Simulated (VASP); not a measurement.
# SiC (R-3m) in VASP: a series of runs

SiC is run at these levels: PBE, r2SCAN; tasks: single point.

All numbers are computed with VASP 6.6.1; they aren't measurements. Logs are shortened: lines on timing, memory, paths and dates and some standing lists are left out, and cuts for length are marked.

## (1) The cell of the first run

Symmetry: R-3m, No. 166, trigonal system. The conventional cell has a = 3.083 Å, b = 3.083 Å, c = 15.964 Å, α = 90.00°, β = 90.00°, γ = 120.00°. Within 2.2 Å of C (site symmetry 3m) lie 1 C at 1.62 Å and 3 Si at 1.90 Å. Within 2.5 Å of Si (site symmetry 3m) lie 3 C at 1.90 Å and 1 Si at 2.38 Å.

## (2) Single point, PBE

Input file INCAR:

```
SYSTEM = SiC
PREC = Accurate
ENCUT = 520
EDIFF = 1E-6
ISMEAR = 0
SIGMA = 0.01
LREAL = .False.
LASPH = .True.
NELM = 60
ALGO = Normal
ISIF = 2
LWAVE = .False.
LCHARG = .False.
GGA = PE
NBANDS = 16
```

Input file KPOINTS:

```
regular mesh
0
Gamma
  10 10 10
  0 0 0
```

Input file POSCAR:

```
SiC
1.0
    1.5415877844      0.8900361223      5.3212273172
   -1.5415877844      0.8900361223      5.3212273172
    0.0000000000     -1.7800722446      5.3212273172
C Si
2 2
Direct
    0.4491910690      0.4491910690      0.4491910690
    0.5508089310      0.5508089310      0.5508089310
    0.9254740593      0.9254740593      0.9254740593
    0.0745259407      0.0745259407      0.0745259407
```

Potentials or basis: VASP PAW PBE potentials, release 64 (C, Si).

On the command line:

```sh
$ cat potpaw_PBE.64/C/POTCAR potpaw_PBE.64/Si/POTCAR > POTCAR
$ mpirun -np 1 vasp_std > vasp.out
```

OUTCAR:

```text
SYSTEM = SiC
   PREC = Accurate
   ENCUT = 520
   EDIFF = 1E-6
   ISMEAR = 0
   LREAL = .False.
   LASPH = .True.
   NELM = 60
   ISIF = 2
   GGA = PE

 ion  position               nearest neighbor table
   1  0.449  0.449  0.449-   2 1.62   4 1.90   4 1.90   4 1.90
   2  0.551  0.551  0.551-   1 1.62   3 1.90   3 1.90   3 1.90
   3  0.925  0.925  0.925-   2 1.90   2 1.90   2 1.90   4 2.38
   4  0.075  0.075  0.075-   1 1.90   1 1.90   1 1.90   3 2.38

  LATTYP: Found a trigonal (rhomboedric) cell.
 ALAT       =     5.6110709635
 COS(alpha) =     0.8490354441

  Lattice vectors:

 A1 = (   1.5415877844,   0.8900361223,   5.3212273172)
 A2 = (  -1.5415877844,   0.8900361223,   5.3212273172)
 A3 = (   0.0000000000,  -1.7800722446,   5.3212273172)

Analysis of symmetry for initial positions (statically):
=====================================================================
 Subroutine PRICEL returns:
 Original cell was already a primitive cell.

 Routine SETGRP: Setting up the symmetry group for a
 trigonal (rhombohedral) supercell.

 Subroutine GETGRP returns: Found 12 space group operations
 (whereof 12 operations were pure point group operations)
 out of a pool of 12 trial point group operations.

The static configuration has the point symmetry D_3d.

Analysis of symmetry for dynamics (positions and initial velocities):
=====================================================================
 Subroutine PRICEL returns:
 Original cell was already a primitive cell.

 Routine SETGRP: Setting up the symmetry group for a
 trigonal (rhombohedral) supercell.

 Subroutine GETGRP returns: Found 12 space group operations
 (whereof 12 operations were pure point group operations)
 out of a pool of 12 trial point group operations.

The dynamic configuration has the point symmetry D_3d.

 Subroutine INISYM returns: Found 12 space group operations
 (whereof 12 operations are pure point group operations),
 and found     1 'primitive' translations

----------------------------------------------------------------------------------------

                                     Primitive cell

  volume of cell :      43.8065

  direct lattice vectors                    reciprocal lattice vectors
     1.541587784  0.890036122  5.321227317     0.324340920  0.187258317  0.062642190
    -1.541587784  0.890036122  5.321227317    -0.324340920  0.187258317  0.062642190
     0.000000000 -1.780072245  5.321227317     0.000000000 -0.374516635  0.062642190

  length of vectors
     5.611070963  5.611070963  5.611070963     0.379719309  0.379719309  0.379719309

  position of ions in fractional coordinates (direct lattice)
     0.449191069  0.449191069  0.449191069
     0.550808931  0.550808931  0.550808931
     0.925474059  0.925474059  0.925474059
     0.074525941  0.074525941  0.074525941

  ion indices of the primitive-cell ions
   primitive index   ion index
                 1           1
                 2           2
                 3           3
                 4           4

----------------------------------------------------------------------------------------

 KPOINTS: regular mesh

Automatic generation of k-mesh.
 Grid dimensions read from file:
 generate k-points for:   10   10   10

 Generating k-lattice:

  Cartesian coordinates                     Fractional coordinates (reciprocal lattice)
     0.032434092  0.018725832  0.006264219     0.100000000  0.000000000 -0.000000000
    -0.032434092  0.018725832  0.006264219     0.000000000  0.100000000 -0.000000000
     0.000000000 -0.037451663  0.006264219    -0.000000000 -0.000000000  0.100000000

  Length of vectors
     0.037971931  0.037971931  0.037971931

  Shift w.r.t. Gamma in fractional coordinates (k-lattice)
     0.000000000  0.000000000  0.000000000

 Subroutine IBZKPT returns following result:
 ===========================================

 Found    116 irreducible k-points:

 Following reciprocal coordinates:
            Coordinates               Weight
  0.000000  0.000000  0.000000      1.000000
  0.100000  0.000000  0.000000      6.000000
  0.200000  0.000000  0.000000      6.000000
  0.300000  0.000000  0.000000      6.000000
  0.400000  0.000000  0.000000      6.000000
  0.500000  0.000000  0.000000      3.000000
[... 16 lines left out ...]
  0.300000  0.300000  0.000000      6.000000
  0.400000  0.300000  0.000000     12.000000
 [... further k-points ...]
   k-points           NKPTS =    116   k-points in BZ     NKDIM =    116   number of bands    NBANDS=     16
   number of dos      NEDOS =    301   number of ions     NIONS =      4
   total plane-waves  NPLWV =  74088
   dimension x,y,z NGX =    42 NGY =   42 NGZ =   42
   dimension x,y,z NGXF=    84 NGYF=   84 NGZF=   84
   ions per type =               2   2
   NGX,Y,Z   is equivalent  to a cutoff of  12.44, 12.44, 12.44 a.u.
   NGXF,Y,Z  is equivalent  to a cutoff of  24.89, 24.89, 24.89 a.u.
 SYSTEM =  SiC
   PREC   = accura    normal or accurate (medium, high low for compatibility)
   ISTART =      0    job   : 0-new  1-cont  2-samecut
   ICHARG =      2    charge: 1-file 2-atom 10-const
   ISPIN  =      1    spin polarized calculation?
   LNONCOLLINEAR =      F non collinear calculations
   LSORBIT =      F    spin-orbit coupling
   LASPH  =      T    aspherical Exc in radial PAW
   ENCUT  =  520.0 eV  38.22 Ry    6.18 a.u.  10.43 10.43 10.43*2*pi/ulx,y,z
   NELM   =     60;   NELMIN=  2; NELMDL= -5     # of ELM steps
   EDIFF  = 0.1E-05   stopping-criterion for ELM
   LREAL  =      F    real-space projection
   EDIFFG = 0.1E-04   stopping-criterion for IOM
   NSW    =      0    number of steps for IOM
   IBRION =     -1    ionic relax: 0-MD 1-quasi-New 2-CG
   NFREE  =      0    steps in history (QN), initial steepest desc. (CG)
   ISIF   =      2    stress and relaxation
   ISYM   =      2    0-nonsym 1-usesym 2-fastsym
   POTIM  = 0.5000    time-step for ionic-motion
   TEBEG  =    0.0;   TEEND  =   0.0 temperature during run
   PSTRESS=    0.0 pullay stress
   NELECT =      16.0000    total number of electrons
   NUPDOWN=      -1.0000    fix difference up-down
   EMIN   =  10.00;   EMAX   =-10.00  energy-range for DOS
   EFERMI =   0.00;   METHOD = LEGACY
   ISMEAR =     0;   SIGMA  =   0.01  broadening in eV -4-tet -1-fermi 0-gaus
   EFERMI_NEDOS =   21; number of points for ismear=-14 and -15
   IALGO  =     38    algorithm
   IMIX   =      4    mixing-type and parameters
     AMIX     =   0.40;   BMIX     =  1.00
     AMIX_MAG =   1.60;   BMIX_MAG =  1.00
  volume/ion in A,a.u.               =      10.95        73.91
  Fermi-wavevector in a.u.,A,eV,Ry     =   1.170223  2.211400 18.632105  1.369421
  Thomas-Fermi vector in A             =   2.306684
   LORBIT       =      0    0 simple, 1 ext, 2 COOP (PROOUT), +10 PAW based schemes
   GGA     = PE    functional components
   LHFCALC =     F    Hartree Fock is set to
   AEXX    =    0.0000 exact exchange contribution
   IVDW    =     0    specifies the selected vdW correction
   LEPSILON=     F    determine dielectric tensor
   LRPA    =     F    only Hartree local field effects (RPA)
 non-spin polarized calculation
 Gauss-broadening in eV      SIGMA  =   0.01
  energy-cutoff  :      520.00
  volume of cell :       43.81
 maximum number of plane-waves:      1192
 NGX is ok and might be reduce to    42
   NGX = 21   NGY = 21   NGZ = 21

 number of electron      16.0000000 magnetization

 Free energy of the ion-electron system (eV)
  ---------------------------------------------------
  ext. energy  EPLUGINS =         0.00000000
  ---------------------------------------------------
  free energy    TOTEN  =       -28.78599095 eV

  energy without entropy =      -28.78599095  energy(sigma->0) =      -28.78599095

 E-fermi :   8.5808     XC(G=0): -11.1104

 val. band max:        8.4651318943   @ k =   0.0000   0.0000   0.0000
 cond. band min:       8.9532770889   @ k =   0.5000   0.5000   0.0000
 fundamental gap:      0.4881451947
 Fermi energy:         8.5807741691

 k-point     1 :       0.0000    0.0000    0.0000
  band No.  band energies     occupation
      1      -8.0090      2.00000
      2      -4.1281      2.00000
      3      -1.0543      2.00000
      4       5.8849      2.00000
      5       5.8849      2.00000
      6       7.5021      2.00000
[... 8 lines left out ...]
     15      14.9708      0.00000
     16      20.0656      0.00000

 k-point     2 :       0.1000    0.0000    0.0000
  band No.  band energies     occupation
      1      -7.8445      2.00000
      2      -3.9852      2.00000
      3      -0.8843      2.00000
      4       5.0748      2.00000
      5       5.6885      2.00000
      6       7.3880      2.00000
[... 8 lines left out ...]
     15      15.5067      0.00000
     16      19.9369      0.00000

 k-point     3 :       0.2000    0.0000    0.0000
  band No.  band energies     occupation
      1      -7.3622      2.00000
      2      -3.5650      2.00000
      3      -0.4225      2.00000
      4       3.4195      2.00000
      5       5.2367      2.00000
      6       5.9383      2.00000
[... 8 lines left out ...]
     15      16.8539      0.00000
     16      18.4850      0.00000

 k-point     4 :       0.3000    0.0000    0.0000
  band No.  band energies     occupation
      1      -6.6080      2.00000
      2      -2.9111      2.00000
      3      -0.0200      2.00000
      4       2.0129      2.00000
      5       4.0686      2.00000
      6       4.7662      2.00000
[... 8 lines left out ...]
     15      17.8882      0.00000
     16      18.4111      0.00000

 k-point     5 :       0.4000    0.0000    0.0000
  band No.  band energies     occupation
      1      -5.7284      2.00000
      2      -2.2390      2.00000
      3      -0.6156      2.00000
      4       2.1147      2.00000
      5       2.5407      2.00000
      6       4.4349      2.00000
[... 8 lines left out ...]
     15      18.6923      0.00000
     16      19.0680      0.00000

 k-point     6 :       0.5000    0.0000    0.0000
  band No.  band energies     occupation
      1      -5.2326      2.00000
      2      -2.1416      2.00000
      3      -0.8437      2.00000
      4       1.6053      2.00000
      5       2.8877      2.00000
      6       4.3175      2.00000
[... 8 lines left out ...]
     15      19.0871      0.00000
     16      19.1077      0.00000
[... 267 lines left out ...]
 k-point    21 :      -0.3000    0.2000    0.0000
  band No.  band energies     occupation
      1      -5.4212      2.00000
      2      -1.6017      2.00000
      3      -0.5977      2.00000
      4       1.9943      2.00000
      5       2.5471      2.00000
      6       3.0242      2.00000
[... 8 lines left out ...]
     15      17.2343      0.00000
     16      18.6869      0.00000

 k-point    22 :      -0.2000    0.2000    0.0000
  band No.  band energies     occupation
      1      -6.2179      2.00000
      2      -2.3257      2.00000
      3      -0.1722      2.00000
      4       2.2047      2.00000
      5       3.1188      2.00000
      6       3.9121      2.00000
[... 8 lines left out ...]
     15      17.5808      0.00000
     16      17.7429      0.00000

 k-point    23 :       0.3000    0.3000    0.0000
  band No.  band energies     occupation
      1      -6.5521      2.00000
      2      -3.1862      2.00000
      3       0.3523      2.00000
      4       2.0883      2.00000
      5       3.6472      2.00000
      6       4.6271      2.00000
[... 8 lines left out ...]
     15      18.4730      0.00000
     16      19.4372      0.00000

 k-point    24 :       0.4000    0.3000    0.0000
  band No.  band energies     occupation
      1      -6.0069      2.00000
      2      -2.7007      2.00000
      3       0.1154      2.00000
      4       1.7008      2.00000
      5       3.2132      2.00000
      6       3.8673      2.00000
[... 8 lines left out ...]
     15      18.3013      0.00000
     16      19.6830      0.00000

 [... further k-points ...]

------------------------ aborting loop because EDIFF is reached ----------------------------------------

  FORCE on cell =-STRESS in cart. coord.  units (eV):
  Direction    XX          YY          ZZ          XY          YZ          ZX
  --------------------------------------------------------------------------------------
  -------------------------------------------------------------------------------------
  Total        0.8038330      0.8038330      0.4691135      0.0000000     -0.0000000      0.0000000
  in kB       29.3993335     29.3993335     17.1573239      0.0000000     -0.0000000      0.0000000
  external PRESSURE =      25.3186636 kB  Pullay stress =       0.0000000 kB

 VOLUME and BASIS-vectors are now :
 -----------------------------------------------------------------------------
  energy-cutoff  :      520.00
  volume of cell :       43.81
      direct lattice vectors                 reciprocal lattice vectors
     1.541587784  0.890036122  5.321227317     0.324340920  0.187258317  0.062642190
    -1.541587784  0.890036122  5.321227317    -0.324340920  0.187258317  0.062642190
     0.000000000 -1.780072245  5.321227317     0.000000000 -0.374516635  0.062642190

 POSITION                                       TOTAL-FORCE (eV/Angst)
 -----------------------------------------------------------------------------------
      0.00000      0.00000      7.17074         0.000000     -0.000000      0.230721
      0.00000      0.00000      8.79294         0.000000      0.000000     -0.230721
      0.00000      0.00000     14.77397         0.000000      0.000000      0.136041
      0.00000      0.00000      1.18971         0.000000      0.000000     -0.136041
 -----------------------------------------------------------------------------------
    total drift:                                0.000000     -0.000000      0.000000

  FREE ENERGIE OF THE ION-ELECTRON SYSTEM (eV)
  ---------------------------------------------------
  free  energy   TOTEN  =       -28.7859909537 eV

  energy  without entropy=      -28.7859909537  energy(sigma->0) =      -28.78599095
```

Wall time 3.2 min (1 thread of Intel Xeon 6975P-C, shared host); peak memory 0.27 GiB.

What came out:

* Free energy: -28.7860 eV
* Pressure: 2.5 GPa
* Largest force: 0.231 eV/Å
* Band gap on the k mesh: 0.49 eV, indirect (least direct gap 1.81 eV)

Forces on the atoms (eV/Å):
```
C    0.000  0.000  0.231
C    0.000  0.000 -0.231
Si   0.000  0.000  0.136
Si   0.000  0.000 -0.136
```

## (3) Single point, r2SCAN

POSCAR is that of step 2.

Input file INCAR.step1:

```
SYSTEM = SiC
  PREC = Accurate
  ENCUT = 520
  ISMEAR = 0
  SIGMA = 0.01
  LREAL = .FALSE.
  LASPH = .TRUE.
  NELM = 100
  NBANDS = 16
  GGA = PE
  ALGO = Normal
  EDIFF = 1E-4
  LWAVE = .TRUE.
  LCHARG = .FALSE.
```

Input file INCAR.step2:

```
SYSTEM = SiC
  PREC = Accurate
  ENCUT = 520
  EDIFF = 1E-6
  ISMEAR = 0
  SIGMA = 0.01
  LREAL = .FALSE.
  LASPH = .TRUE.
  NELM = 100
  ALGO = Normal
  ISIF = 2
  LWAVE = .FALSE.
  LCHARG = .TRUE.
  METAGGA = R2SCAN
  LMIXTAU = .TRUE.
  LELF = .TRUE.
  LVHAR = .TRUE.
  NBANDS = 16
  ISTART = 1
```

Input file KPOINTS:

```
regular mesh
0
G
  10 10 10
  0 0 0
```

Potentials or basis: VASP PAW PBE potentials, release 64 (C, Si).

On the command line:

```sh
$ cat potpaw_PBE.64/C/POTCAR potpaw_PBE.64/Si/POTCAR > POTCAR
$ cp INCAR.step1 INCAR
$ mpirun -np 1 vasp_std > vasp.out
$ cp INCAR.step2 INCAR
$ mpirun -np 1 vasp_std > vasp.out
```

It took 9.9 min on 1 thread of Intel Xeon 6975P-C, shared host; peak memory 0.31 GiB.

The run converged. Its results:

| Quantity | Value |
| --- | --- |
| Free energy | -37.1277 eV |
| Pressure | -0.2 GPa |
| Largest force | 0.034 eV/Å |
| Band gap on the k mesh | 0.70 eV, indirect (least direct gap 2.12 eV) |

Forces in eV/Å, atoms in the order of the input:
```
C    0.000  0.000 -0.034
C    0.000  0.000  0.034
Si   0.000  0.000  0.009
Si   0.000  0.000 -0.009
```

Levels at points of the mesh, in eV from the valence-band top:
```csv
k point,band 4,band 5,band 6,band 7,band 8,band 9,band 10,band 11,band 12,band 13
"(0.00, 0.00, 0.00)",-2.73,-2.73,-0.97,0.00,0.00,4.02,4.03,6.46,6.46,6.96
"(0.50, 0.00, 0.00)",-7.09,-5.76,-4.37,-4.11,-2.06,2.43,4.28,4.62,7.30,7.94
"(0.50, 0.50, 0.00)",-8.69,-5.03,-4.57,-1.55,-1.42,0.70,2.36,4.73,6.14,6.21
"(0.50, 0.50, 0.50)",-5.10,-2.73,-2.73,-0.06,-0.06,4.02,6.09,6.14,6.14,8.02
```

Caveat: the PAW data sets were made with another functional, which shifts forces and pressure a little.
